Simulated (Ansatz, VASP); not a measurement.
**TiS2: VASP beside Ansatz**

```xyz
3
Lattice="3.4120 0.0000 0.0000 -1.7060 2.9549 0.0000 0.0000 0.0000 5.8659" Properties=species:S:1:pos:R:3 pbc="T T T"
Ti    0.0000    0.0000    0.0000
S     0.0000    1.9699    1.4665
S     1.7060    0.9850    4.3994
```

Change from the starting cell: zz strain of +3 %, crystal datasets.

Alike in both runs: task electric field gradients; functional PBEsol; k mesh 14 × 14 × 7; occupations fermi-dirac, width 0.05 eV; no spin polarisation.

|  | VASP | Ansatz |
| --- | --- | --- |
| version | VASP 6.6.1 | Ansatz 0.2.0 |
| potentials or method | VASP PAW PBE potentials, release 64 (Ti_sv, S), cutoff 400 eV | all-electron PAW with datasets made for the crystal, scalar-relativistic |

Ansatz gave:

| Quantity | Value |
| --- | --- |
| pressure (GPa) | -6.0 |
| traceless stress, the component that is largest in VASP (GPa) | -0.62 |
| rms of the force components (eV/Å) | 0.355 |
| size of Vzz on the site where it differs most (V/Å²) | 21.9 |

**Question.** Which values does VASP return?

**Answer.** Pressure (GPa): -6.1; traceless stress, the component that is largest in VASP (GPa): -0.58; rms of the force components (eV/Å): 0.346; size of Vzz on the site where it differs most (V/Å²): 21.3.

VASP's potentials were made for PBE, not for PBEsol. Atom by atom the forces differ by 0.010 eV/Å (rms over components). Ansatz ran all-electron here, and VASP with PAW potentials.
